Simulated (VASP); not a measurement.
# AlAs (I-4m2) in VASP: a series of runs

Runs on AlAs. Level: PBEsol. Tasks: electric field gradients.

Program: VASP 6.6.1. These are calculated values, not measurements. Logs are shortened: lines on timing, memory, paths and dates and some standing lists are left out, and cuts for length are marked.

## Step 1: The cell of the first run

Symmetry: I-4m2, No. 119, tetragonal system. Conventional cell: a = 3.923 Å, b = 3.923 Å, c = 5.661 Å, α = 90.00°, β = 90.00°, γ = 90.00°. Within 3.2 Å of Al (site symmetry -4m2) lie 4 As at 2.42 Å. Within 3.2 Å of As (site symmetry -4m2) lie 4 Al at 2.42 Å.

## Step 2: Electric field gradients, PBEsol (equal xx and yy strain of -2 %)

Input file INCAR:

```
  ALGO = Normal
  EDIFF = 1E-8
  ENCUT = 400
  GGA = PS
  GGA_COMPAT = F
  ISIF = 2
  ISMEAR = -1
  LASPH = T
  LCHARG = F
  LEFG = T
  LREAL = F
  LWAVE = F
  NBANDS = 11
  NELM = 120
  PREC = Accurate
  SIGMA = 0.05
```

Input file KPOINTS:

```
k-points
0
Gamma
  11 11 11
```

Input file POSCAR:

```
AlAs
1.0
    0.0000000000      2.7737920000      2.8304000000
    2.7737920000      0.0000000000      2.8304000000
    2.7737920000      2.7737920000      0.0000000000
Al As
1 1
Direct
    0.0000000000      0.0000000000      0.0000000000
    0.7500000000      0.7500000000      0.7500000000
```

Potentials or basis: VASP PAW PBE potentials, release 64 (Al, As).

On the command line:

```bash
> cat potpaw_PBE.64/Al/POTCAR potpaw_PBE.64/As/POTCAR > POTCAR
> mpirun -np 1 vasp_std > vasp.out
```

OUTCAR:

```text
EDIFF = 1E-8
   ENCUT = 400
   GGA = PS
   ISIF = 2
   ISMEAR = -1
   LASPH = T
   LREAL = F
   NELM = 120
   PREC = Accurate

 ion  position               nearest neighbor table
   1  0.000  0.000  0.000-   2 2.42   2 2.42   2 2.42   2 2.42
   2  0.750  0.750  0.750-   1 2.42   1 2.42   1 2.42   1 2.42

  LATTYP: Found a body centered tetragonal cell.
 ALAT       =     3.9227342656
 C/A-ratio  =     1.4430750636

  Lattice vectors:

 A1 = (  -2.7737920000,   0.0000000000,   2.8304000000)
 A2 = (   2.7737920000,   0.0000000000,   2.8304000000)
 A3 = (   0.0000000000,   2.7737920000,  -2.8304000000)

Analysis of symmetry for initial positions (statically):
=====================================================================
 Subroutine PRICEL returns:
 Original cell was already a primitive cell.

 Routine SETGRP: Setting up the symmetry group for a
 body centered tetragonal supercell.

 Subroutine GETGRP returns: Found  8 space group operations
 (whereof  8 operations were pure point group operations)
 out of a pool of 16 trial point group operations.

The static configuration has the point symmetry D_2d.

Analysis of symmetry for dynamics (positions and initial velocities):
=====================================================================
 Subroutine PRICEL returns:
 Original cell was already a primitive cell.

 Routine SETGRP: Setting up the symmetry group for a
 body centered tetragonal supercell.

 Subroutine GETGRP returns: Found  8 space group operations
 (whereof  8 operations were pure point group operations)
 out of a pool of 16 trial point group operations.

The dynamic configuration has the point symmetry D_2d.

 Subroutine INISYM returns: Found  8 space group operations
 (whereof  8 operations are pure point group operations),
 and found     1 'primitive' translations

----------------------------------------------------------------------------------------

                                     Primitive cell

  volume of cell :      43.5538

  direct lattice vectors                    reciprocal lattice vectors
     0.000000000  2.773792000  2.830400000    -0.180258650  0.180258650  0.176653477
     2.773792000  0.000000000  2.830400000     0.180258650 -0.180258650  0.176653477
     2.773792000  2.773792000  0.000000000     0.180258650  0.180258650 -0.176653477

  length of vectors
     3.962964322  3.962964322  3.922734266     0.310149661  0.310149661  0.310149661

  position of ions in fractional coordinates (direct lattice)
     0.000000000  0.000000000  0.000000000
     0.750000000  0.750000000  0.750000000

  ion indices of the primitive-cell ions
   primitive index   ion index
                 1           1
                 2           2

----------------------------------------------------------------------------------------

 KPOINTS: k-points

Automatic generation of k-mesh.
 Grid dimensions read from file:
 generate k-points for:   11   11   11

 Generating k-lattice:

  Cartesian coordinates                     Fractional coordinates (reciprocal lattice)
    -0.016387150  0.016387150  0.016059407     0.090909091  0.000000000  0.000000000
     0.016387150 -0.016387150  0.016059407     0.000000000  0.090909091  0.000000000
     0.016387150  0.016387150 -0.016059407    -0.000000000 -0.000000000  0.090909091

  Length of vectors
     0.028195424  0.028195424  0.028195424

  Shift w.r.t. Gamma in fractional coordinates (k-lattice)
     0.000000000  0.000000000  0.000000000

 Subroutine IBZKPT returns following result:
 ===========================================

 Found    126 irreducible k-points:

 Following reciprocal coordinates:
            Coordinates               Weight
  0.000000  0.000000  0.000000      1.000000
  0.090909  0.000000  0.000000      8.000000
  0.181818 -0.000000  0.000000      8.000000
  0.272727  0.000000  0.000000      8.000000
  0.363636  0.000000  0.000000      8.000000
  0.454545 -0.000000  0.000000      8.000000
[... 16 lines left out ...]
 -0.272727  0.181818  0.000000      8.000000
 -0.181818  0.181818  0.000000      4.000000
 [... further k-points ...]
   k-points           NKPTS =    126   k-points in BZ     NKDIM =    126   number of bands    NBANDS=     11
   number of dos      NEDOS =    301   number of ions     NIONS =      2
   total plane-waves  NPLWV =  21952
   dimension x,y,z NGX =    28 NGY =   28 NGZ =   28
   dimension x,y,z NGXF=    56 NGYF=   56 NGZF=   56
   ions per type =               1   1
   NGX,Y,Z   is equivalent  to a cutoff of  11.75, 11.75, 11.87 a.u.
   NGXF,Y,Z  is equivalent  to a cutoff of  23.49, 23.49, 23.73 a.u.
 SYSTEM =  unknown system
   PREC   = accura    normal or accurate (medium, high low for compatibility)
   ISTART =      0    job   : 0-new  1-cont  2-samecut
   ICHARG =      2    charge: 1-file 2-atom 10-const
   ISPIN  =      1    spin polarized calculation?
   LNONCOLLINEAR =      F non collinear calculations
   LSORBIT =      F    spin-orbit coupling
   LASPH  =      T    aspherical Exc in radial PAW
   ENCUT  =  400.0 eV  29.40 Ry    5.42 a.u.   6.46  6.46  6.40*2*pi/ulx,y,z
   NELM   =    120;   NELMIN=  2; NELMDL= -5     # of ELM steps
   EDIFF  = 0.1E-07   stopping-criterion for ELM
   LREAL  =      F    real-space projection
   EDIFFG = 0.1E-06   stopping-criterion for IOM
   NSW    =      0    number of steps for IOM
   IBRION =     -1    ionic relax: 0-MD 1-quasi-New 2-CG
   NFREE  =      0    steps in history (QN), initial steepest desc. (CG)
   ISIF   =      2    stress and relaxation
   ISYM   =      2    0-nonsym 1-usesym 2-fastsym
   POTIM  = 0.5000    time-step for ionic-motion
   TEBEG  =    0.0;   TEEND  =   0.0 temperature during run
   PSTRESS=    0.0 pullay stress
   NELECT =       8.0000    total number of electrons
   NUPDOWN=      -1.0000    fix difference up-down
   EMIN   =  10.00;   EMAX   =-10.00  energy-range for DOS
   EFERMI =   0.00;   METHOD = LEGACY
   ISMEAR =    -1;   SIGMA  =   0.05  broadening in eV -4-tet -1-fermi 0-gaus
   EFERMI_NEDOS =   21; number of points for ismear=-14 and -15
   IALGO  =     38    algorithm
   IMIX   =      4    mixing-type and parameters
     AMIX     =   0.40;   BMIX     =  1.00
     AMIX_MAG =   1.60;   BMIX_MAG =  1.00
  volume/ion in A,a.u.               =      21.78       146.96
  Fermi-wavevector in a.u.,A,eV,Ry     =   0.930600  1.758579 11.782863  0.866016
  Thomas-Fermi vector in A             =   2.057005
   LORBIT       =      0    0 simple, 1 ext, 2 COOP (PROOUT), +10 PAW based schemes
   GGA     = PS    functional components
   LHFCALC =     F    Hartree Fock is set to
   AEXX    =    0.0000 exact exchange contribution
   IVDW    =     0    specifies the selected vdW correction
   LEPSILON=     F    determine dielectric tensor
   LRPA    =     F    only Hartree local field effects (RPA)
 non-spin polarized calculation
  energy-cutoff  :      400.00
  volume of cell :       43.55
 maximum number of plane-waves:       808
 NGX is ok and might be reduce to    28
   NGX = 13   NGY = 13   NGZ = 13

 number of electron       7.9999999 magnetization

 Free energy of the ion-electron system (eV)
  ---------------------------------------------------
  ext. energy  EPLUGINS =         0.00000000
  ---------------------------------------------------
  free energy    TOTEN  =       -10.03533150 eV

  energy without entropy =      -10.03533145  energy(sigma->0) =      -10.03533147

 E-fermi :   4.8076     XC(G=0):  -9.3527

 val. band max:        4.1863383084   @ k =   0.0000   0.0000   0.0000
 cond. band min:       5.4163149317   @ k =   0.4545   0.0000   0.4545
 fundamental gap:      1.2299766232
 Fermi energy:         4.8075555399

 k-point     1 :       0.0000    0.0000    0.0000
  band No.  band energies     occupation
      1      -7.9684      2.00000
      2       4.0824      2.00000
      3       4.1863      1.99999
      4       4.1863      1.99999
      5       6.4482      0.00000
      6       8.4768      0.00000
      7       8.4768      0.00000
      8       8.5045      0.00000
      9      13.0215      0.00000
     10      13.0922      0.00000
     11      13.4169      0.00000
[... 309 lines left out ...]
 k-point    24 :      -0.1818    0.1818    0.0000
  band No.  band energies     occupation
      1      -7.1140      2.00000
      2       0.4599      2.00000
      3       2.0690      2.00000
      4       3.7954      2.00000
      5       8.0802      0.00000
      6       9.0050      0.00000
      7       9.3485      0.00000
      8      10.0968      0.00000
      9      11.4180      0.00000
     10      14.3286      0.00000
     11      15.8847      0.00000

 [... further k-points ...]

------------------------ aborting loop because EDIFF is reached ----------------------------------------

  FORCE on cell =-STRESS in cart. coord.  units (eV):
  Direction    XX          YY          ZZ          XY          YZ          ZX
  --------------------------------------------------------------------------------------
  -------------------------------------------------------------------------------------
  Total        1.2180217      1.2180217      0.9226903      0.0000000      0.0000000     -0.0000000
  in kB       44.8063958     44.8063958     33.9422733      0.0000000      0.0000000     -0.0000000
  external PRESSURE =      41.1850216 kB  Pullay stress =       0.0000000 kB

 VOLUME and BASIS-vectors are now :
 -----------------------------------------------------------------------------
  energy-cutoff  :      400.00
  volume of cell :       43.55
      direct lattice vectors                 reciprocal lattice vectors
     0.000000000  2.773792000  2.830400000    -0.180258650  0.180258650  0.176653477
     2.773792000  0.000000000  2.830400000     0.180258650 -0.180258650  0.176653477
     2.773792000  2.773792000  0.000000000     0.180258650  0.180258650 -0.176653477

 POSITION                                       TOTAL-FORCE (eV/Angst)
 -----------------------------------------------------------------------------------
      0.00000      0.00000      0.00000         0.000000     -0.000000      0.000000
      4.16069      4.16069      4.24560         0.000000      0.000000     -0.000000
 -----------------------------------------------------------------------------------
    total drift:                               -0.000000     -0.000000     -0.000000

  FREE ENERGIE OF THE ION-ELECTRON SYSTEM (eV)
  ---------------------------------------------------
  free  energy   TOTEN  =       -10.0353314984 eV

  energy  without entropy=      -10.0353314499  energy(sigma->0) =      -10.03533147

 Electric field gradients (V/A^2)
---------------------------------------------------------------------
 ion       V_xx      V_yy      V_zz      V_xy      V_xz      V_yz
---------------------------------------------------------------------
   1       0.741     0.741    -1.481    -0.000    -0.000    -0.000
   2      -2.610    -2.610     5.219    -0.000    -0.000    -0.000
---------------------------------------------------------------------

 Electric field gradients after diagonalization (V/A^2)
 (convention: |V_zz| > |V_xx| > |V_yy|)
----------------------------------------------------------------------
 ion       V_xx      V_yy      V_zz     asymmetry (V_yy - V_xx)/ V_zz
----------------------------------------------------------------------
   1       0.741     0.741    -1.481       0.000
   2      -2.610    -2.610     5.219       0.000
----------------------------------------------------------------------

           NMR quadrupolar parameters

 Cq : quadrupolar parameter    Cq=e*Q*V_zz/h
 eta: asymmetry parameters     (V_yy - V_xx)/ V_zz
 Q  : nuclear electric quadrupole moment in mb (millibarn)
----------------------------------------------------------------------
 ion       Cq(MHz)       eta       Q (mb)
----------------------------------------------------------------------
   1      -0.004       0.000       1.000
   2       0.013       0.000       1.000
----------------------------------------------------------------------
```

Wall time 93 s (1 thread of Intel Xeon 8259CL, shared host); peak memory 0.18 GiB.

Results:

```yaml
Free_energy: -10.0353 eV
Pressure: 4.1 GPa
Band_gap_on_the_k_mesh: 1.23 eV (least direct gap 2.26 eV)
Largest_electric_field_gradient_by_atom: Al -1.5; As +5.2 V/Å²
```

Stress tensor (GPa, compression positive):
```
4.48 0.00 0.00
0.00 4.48 0.00
0.00 0.00 3.39
```

Levels at points of the mesh, in eV from the valence-band top:
```tsv
k point	band 2	band 3	band 4	band 5	band 6	band 7
(0.00, 0.00, 0.00)	-0.10	0.00	0.00	2.26	4.29	4.29
```

Electric field gradients, principal values (V/Å²):
| atom | least | middle | greatest (by size) |
| --- | --- | --- | --- |
| 1 Al | 0.741 | 0.741 | -1.481 |
| 2 As | -2.610 | -2.610 | 5.219 |

Caveat: the cell differs from its parent crystal (equal xx and yy strain of -2 %); the cell stands under pressure; without QUAD_EFG the Cq values of the log hold for a quadrupole moment of 1 mb, not for the nuclei; the PAW data sets were made with another functional, which shifts forces and pressure a little; an odd mesh through Γ misses points on the zone boundary, where band edges can lie.

## Step 3: Electric field gradients, PBEsol (equal xx and yy strain of -2 %)

Input file INCAR:

```
SYSTEM = AlAs
ALGO     = Normal         ! electronic algorithm
EDIFF    = 1E-8           ! SCF threshold, eV
ENCUT    = 400            ! plane-wave cutoff, eV
GGA      = PS             ! functional
GGA_COMPAT= .False.      
ISIF     = 2              ! what is computed and relaxed
ISMEAR   = -1             ! smearing method
LASPH    = .True.         ! aspherical terms in the spheres
LCHARG   = .False.        ! write CHGCAR
LEFG     = .True.       
LREAL    = .False.        ! projectors in reciprocal space
LWAVE    = .False.        ! write WAVECAR
NBANDS   = 11             ! bands
NELM     = 120            ! most SCF steps
PREC     = Accurate       ! precision mode
SIGMA    = 0.05           ! smearing width, eV
```

Input file KPOINTS:

```
k-points
0
Gamma
  11 11 11
  0 0 0
```

POSCAR is that of step 2.

Potentials or basis: VASP PAW PBE potentials, release 64 (Al, As).

On the command line:

```bash
> cat potpaw_PBE.64/Al/POTCAR potpaw_PBE.64/As/POTCAR > POTCAR
> mpirun -np 1 vasp_std > vasp.out
```

OUTCAR:

```text
SYSTEM = AlAs
   EDIFF = 1E-8
   ENCUT = 400
   GGA = PS
   ISIF = 2
   ISMEAR = -1
   LASPH = .True.
   LREAL = .False.
   NELM = 120
   PREC = Accurate

 ion  position               nearest neighbor table
   1  0.000  0.000  0.000-   2 2.42   2 2.42   2 2.42   2 2.42
   2  0.750  0.750  0.750-   1 2.42   1 2.42   1 2.42   1 2.42

  LATTYP: Found a body centered tetragonal cell.
 ALAT       =     3.9227342656
 C/A-ratio  =     1.4430750636

  Lattice vectors:

 A1 = (  -2.7737920000,   0.0000000000,   2.8304000000)
 A2 = (   2.7737920000,   0.0000000000,   2.8304000000)
[... 549 lines left out ...]
  free  energy   TOTEN  =       -10.0353314984 eV

  energy  without entropy=      -10.0353314499  energy(sigma->0) =      -10.03533147

 Electric field gradients (V/A^2)
---------------------------------------------------------------------
 ion       V_xx      V_yy      V_zz      V_xy      V_xz      V_yz
---------------------------------------------------------------------
   1       0.741     0.741    -1.481    -0.000    -0.000    -0.000
   2      -2.610    -2.610     5.219    -0.000    -0.000    -0.000
---------------------------------------------------------------------

 Electric field gradients after diagonalization (V/A^2)
 (convention: |V_zz| > |V_xx| > |V_yy|)
----------------------------------------------------------------------
 ion       V_xx      V_yy      V_zz     asymmetry (V_yy - V_xx)/ V_zz
----------------------------------------------------------------------
   1       0.741     0.741    -1.481       0.000
   2      -2.610    -2.610     5.219       0.000
----------------------------------------------------------------------

           NMR quadrupolar parameters

 Cq : quadrupolar parameter    Cq=e*Q*V_zz/h
 eta: asymmetry parameters     (V_yy - V_xx)/ V_zz
 Q  : nuclear electric quadrupole moment in mb (millibarn)
----------------------------------------------------------------------
 ion       Cq(MHz)       eta       Q (mb)
----------------------------------------------------------------------
   1      -0.004       0.000       1.000
   2       0.013       0.000       1.000
----------------------------------------------------------------------
```

OSZICAR:

```text
N       E                     dE             d eps       ncg     rms          rms(c)
DAV:   1     0.106071457228E+02    0.10607E+02   -0.25493E+03  2804   0.433E+02
DAV:   2    -0.952158706598E+01   -0.20129E+02   -0.19311E+02  3563   0.813E+01
DAV:   3    -0.103088978453E+02   -0.78731E+00   -0.78607E+00  3486   0.158E+01
DAV:   4    -0.103145414142E+02   -0.56436E-02   -0.56432E-02  3194   0.162E+00
DAV:   5    -0.103146392651E+02   -0.97851E-04   -0.97850E-04  3481   0.206E-01    0.340E+00
DAV:   6    -0.100883082817E+02    0.22633E+00   -0.34025E-01  3062   0.212E+00    0.195E+00
DAV:   7    -0.100369309429E+02    0.51377E-01   -0.18271E-01  3276   0.165E+00    0.664E-01
DAV:   8    -0.100352721923E+02    0.16588E-02   -0.10969E-02  3121   0.496E-01    0.888E-02
DAV:   9    -0.100352918004E+02   -0.19608E-04   -0.46755E-04  3291   0.118E-01    0.400E-02
DAV:  10    -0.100353273458E+02   -0.35545E-04   -0.40612E-05  3104   0.345E-02    0.107E-02
DAV:  11    -0.100353317290E+02   -0.43832E-05   -0.66629E-06  3358   0.134E-02    0.598E-03
DAV:  12    -0.100353314523E+02    0.27674E-06   -0.13385E-06  3175   0.482E-03    0.227E-03
DAV:  13    -0.100353314936E+02   -0.41313E-07   -0.51572E-08  3370   0.133E-03    0.135E-03
DAV:  14    -0.100353314984E+02   -0.47748E-08   -0.25144E-08  3080   0.642E-04
   1 F= -.10035331E+02 E0= -.10035331E+02  d E =-.484407E-07
```

Run time: 84 s. Hardware: 1 thread of Intel Xeon 8259CL, shared host; peak memory 0.18 GiB.

What came out:

- Free energy: -10.0353 eV
- Pressure: 4.1 GPa
- Band gap on the k mesh: 1.23 eV (least direct gap 2.26 eV)
- Largest electric field gradient by atom: Al -1.5; As +5.2 V/Å²

Stress tensor (GPa, compression positive):
```
4.48 0.00 0.00
0.00 4.48 0.00
0.00 0.00 3.39
```

Levels at points of the mesh, in eV from the valence-band top:
| k point | band 2 | band 3 | band 4 | band 5 | band 6 | band 7 |
| --- | --- | --- | --- | --- | --- | --- |
| (0.00, 0.00, 0.00) | -0.10 | 0.00 | 0.00 | 2.26 | 4.29 | 4.29 |

Electric field gradients, principal values (V/Å²):
```
atom   least  middle  greatest (by size)
1 Al   0.741   0.741              -1.481
2 As  -2.610  -2.610               5.219
```

Caveat: the cell differs from its parent crystal (equal xx and yy strain of -2 %); the cell stands under pressure; without QUAD_EFG the Cq values of the log hold for a quadrupole moment of 1 mb, not for the nuclei; the PAW data sets were made with another functional, which shifts forces and pressure a little; an odd mesh through Γ misses points on the zone boundary, where band edges can lie.

[end of part 1 of 2]
